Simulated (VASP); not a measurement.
Set up this calculation in VASP 6.6.1, as the native input.

| Quantity | Value |
| --- | --- |
| Task | relaxation of cell and atoms |
| Functional | r2SCAN |
| Potentials or basis | VASP PAW PBE potentials, release 64 (Pd) |
| Cutoff | 600 eV |
| k mesh | 20 × 20 × 20 |
| Occupations | methfessel-paxton, width 0.1 eV |
| Spin | no spin polarisation |
| Dipole correction | no |
| Further INCAR settings | ALGO = Normal; EDIFF = 1e-06; IBRION = 2; EDIFFG = -0.01; NSW = 80; ISIF = 3 |

Pd:

```
CELL_PARAMETERS angstrom
0.00000 1.94650 1.94650
1.94650 0.00000 1.94650
1.94650 1.94650 0.00000
ATOMIC_POSITIONS crystal
Pd 0.00000 0.00000 0.00000
```

The input as run:

POSCAR

```
Pd
1.0
    0.0000000000      1.9465000000      1.9465000000
    1.9465000000      0.0000000000      1.9465000000
    1.9465000000      1.9465000000      0.0000000000
Pd
1
Direct
    0.0000000000      0.0000000000      0.0000000000
```

INCAR.step1

```
  PREC = Accurate
  ENCUT = 600
  ISMEAR = 1
  SIGMA = 0.1
  LREAL = False
  LASPH = True
  NELM = 100
  GGA = PE
  ALGO = Normal
  EDIFF = 1E-4
  LWAVE = True
  LCHARG = False
```

INCAR.step2

```
  PREC = Accurate
  ENCUT = 600
  EDIFF = 1E-6
  ISMEAR = 1
  SIGMA = 0.1
  LREAL = False
  LASPH = True
  NELM = 100
  ALGO = Normal
  ISIF = 3
  LWAVE = False
  LCHARG = False
  METAGGA = R2SCAN
  LMIXTAU = True
  IBRION = 2
  NSW = 80
  EDIFFG = -0.01
  ISTART = 1
```

KPOINTS

```
regular mesh
0
Gamma
  20 20 20
```

Potentials or basis: VASP PAW PBE potentials, release 64 (Pd).

Run with:

```console
$ cat potpaw_PBE.64/Pd/POTCAR > POTCAR
$ cp INCAR.step1 INCAR
$ mpirun -np 1 vasp_std > vasp.out
$ cp INCAR.step2 INCAR
$ mpirun -np 1 vasp_std > vasp.out
```

It gave:

```json
{"Relaxed volume": "14.96 Å³/atom", "Relaxed cell": "a = 2.766 Å, b = 2.766 Å, c = 2.766 Å, α = 60.00°, β = 60.00°, γ = 60.00°", "Space group after relaxing (to 0.05 Å)": "Fm-3m (No. 225)", "Energy gained by relaxing": "1.8 meV/atom", "Ionic steps": "3", "Pressure after relaxing": "0.1 GPa", "Band gap on the k mesh": "zero (band 5 reaches 9.67 eV, above the bottom of band 6 at 8.02 eV)"}
```

Caveat: the PAW data sets were made with another functional, which shifts forces and pressure a little.

Wall time 3.8 min on 1 thread of Intel(R) Xeon(R) Platinum 8259CL CPU @ 2.50GHz (Skylake/Cascade Lake), on a shared host, peak memory 0.19 GiB.
